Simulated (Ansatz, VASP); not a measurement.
# InAs: VASP beside Ansatz

```
In As
1.0
     0.00000    2.74779    2.74779
     2.74779    0.00000    2.74779
     2.74779    2.74779    0.00000
In As
1 1
Cartesian
  2.7478 2.7478 2.7478
  0.0000 0.0000 0.0000
```

Alike in both runs: task single point; functional PBEsol; k mesh 14 × 14 × 14; occupations gaussian, width 0.05 eV; no spin polarisation.

```csv
,VASP,Ansatz
version,VASP 6.6.1,Ansatz 0.2.0
potentials or method,"VASP PAW PBE potentials, release 64 (In_d, As), cutoff 520 eV","scalar-relativistic, plane waves, PAW"
valence electrons in the cell,18,28
```

```tsv
	VASP	Ansatz	Ansatz less VASP
gap on the k mesh at the Fermi level (eV)	none	none	-
pressure (GPa)	7.6	7.4	-0.20
```

VASP's potentials were made for PBE, not for PBEsol. A gap of «none» marks a metal or a gap that the smearing closes. VASP's potentials hold 18 valence electrons a cell and Ansatz's 28, so a difference there can come from the potentials and not from the codes.
